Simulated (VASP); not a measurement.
Wanted: the native input for a VASP 6.6.1 run.

| Property | Result |
| --- | --- |
| Task | single point |
| Functional | PBEsol |
| Potentials or basis | VASP PAW PBE potentials, release 64 (Mo_sv, Si) |
| Cutoff | 520 eV |
| k mesh | 12 × 12 × 12 |
| Occupations | fermi-dirac, width 0.05 eV |
| Spin | no spin polarisation |
| Dipole correction | no |
| Further INCAR settings | ALGO = Normal; EDIFF = 1e-06; NBANDS = 18 |

The structure of Si2Mo lies in POSCAR:

```
Si2Mo
1.0
   -1.5899377823      1.5899377823      3.9006835625
    1.5899377823     -1.5899377823      3.9006835625
    1.5899377823      1.5899377823     -3.9006835625
Mo Si
1 2
Direct
    0.0000000000      0.0000000000      0.0000000000
    0.6651119857      0.6651119857      0.0000000000
    0.3348880143      0.3348880143      0.0000000000
```

One way to write it, as run:

INCAR

```
SYSTEM = Si2Mo
ALGO     = Normal         ! electronic algorithm
EDIFF    = 1E-6           ! SCF threshold, eV
ENCUT    = 520            ! plane-wave cutoff, eV
GGA      = PS             ! functional
ISIF     = 2              ! what is computed and relaxed
ISMEAR   = -1             ! smearing method
LASPH    = .TRUE.         ! aspherical terms in the spheres
LCHARG   = .FALSE.        ! write CHGCAR
LREAL    = .FALSE.        ! projectors in reciprocal space
LWAVE    = .FALSE.        ! write WAVECAR
NBANDS   = 18             ! bands
NELM     = 60             ! most SCF steps
PREC     = Accurate       ! precision mode
SIGMA    = 0.05           ! smearing width, eV
```

KPOINTS

```
k-points
0
G
  12 12 12
  0 0 0
```

Potentials or basis: VASP PAW PBE potentials, release 64 (Mo_sv, Si).

Launch:

```sh
$ cat potpaw_PBE.64/Mo_sv/POTCAR potpaw_PBE.64/Si/POTCAR > POTCAR
$ mpirun -np 1 vasp_std > vasp.out
```

Results of the run:

```yaml
Pressure: 2.4 GPa
Band_gap_on_the_k_mesh: zero (bands 11 and 12 overlap by 0.96 eV)
```

Caveat: the PAW data sets were made with another functional, which shifts forces and pressure a little.

It took 90 s on 1 thread of AMD EPYC 9R45 96-Core Processor (Zen 5), on a shared host, peak memory 0.25 GiB.
